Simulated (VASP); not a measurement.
Wanted: the native input for a VASP 6.6.1 run.

```yaml
Task: single point
Functional: BLYP
Potentials_or_basis: VASP PAW PBE potentials, release 64 (Cu_sv_GW, O)
Cutoff: 820 eV
k_mesh: 10 × 10 × 5
Occupations: fermi-dirac, width 0.05 eV
Spin: no spin polarisation
Dipole_correction: no
Further_INCAR_settings: ALGO = Normal; EDIFF = 1e-06; NBANDS = 33
```

The structure of CuO lies in POSCAR:

```
CuO
1.0
    2.3289133814     -1.7019001459      0.0000000000
    2.3289133814      1.7019001459      0.0000000000
   -0.8547742332      0.0000000000      5.0254824872
Cu O
2 2
Direct
    0.0032000000      0.4968000000      0.0000000000
    0.4968000000      0.0032000000      0.5000000000
    0.5714000000      0.4056000000      0.2537000000
    0.4056000000      0.5714000000      0.7537000000
```

These files were run (other wordings do the same):

INCAR

```
SYSTEM = CuO
PREC     = Accurate       ! precision mode
ENCUT    = 820            ! plane-wave cutoff, eV
EDIFF    = 1E-6           ! SCF threshold, eV
ISMEAR   = -1             ! smearing method
SIGMA    = 0.05           ! smearing width, eV
LREAL    = .False.        ! projectors in reciprocal space
LASPH    = .True.         ! aspherical terms in the spheres
NELM     = 120            ! most SCF steps
ALGO     = Normal         ! electronic algorithm
ISIF     = 2              ! what is computed and relaxed
LWAVE    = .False.        ! write WAVECAR
LCHARG   = .False.        ! write CHGCAR
GGA      = B5             ! functional
ALDAX    = 1.0          
AGGAX    = 1.0          
AGGAC    = 1.0          
ALDAC    = 0.0          
NBANDS   = 33             ! bands
GGA_COMPAT= .False.
```

KPOINTS

```
regular mesh
0
Gamma
  10 10 5
  0 0 0
```

Potentials or basis: VASP PAW PBE potentials, release 64 (Cu_sv_GW, O).

Run with:

```bash
$ cat potpaw_PBE.64/Cu_sv_GW/POTCAR potpaw_PBE.64/O/POTCAR > POTCAR
$ mpirun -np 1 vasp_std > vasp.out
```

Results of the run:

```
Pressure               : 16.3 GPa
Largest force          : 0.877 eV/Å
Band gap on the k mesh : zero (bands 25 and 26 overlap by 0.59 eV)
```

Caveat: the cell stands under pressure; the PAW data sets were made with another functional, which shifts forces and pressure a little; semilocal functionals often make such compounds metallic where correlation or magnetic order opens a gap, which also shifts bond lengths.

Wall time 3 min on 1 thread of Intel(R) Xeon(R) 6975P-C (Granite Rapids), with other jobs on the host, peak memory 0.44 GiB.
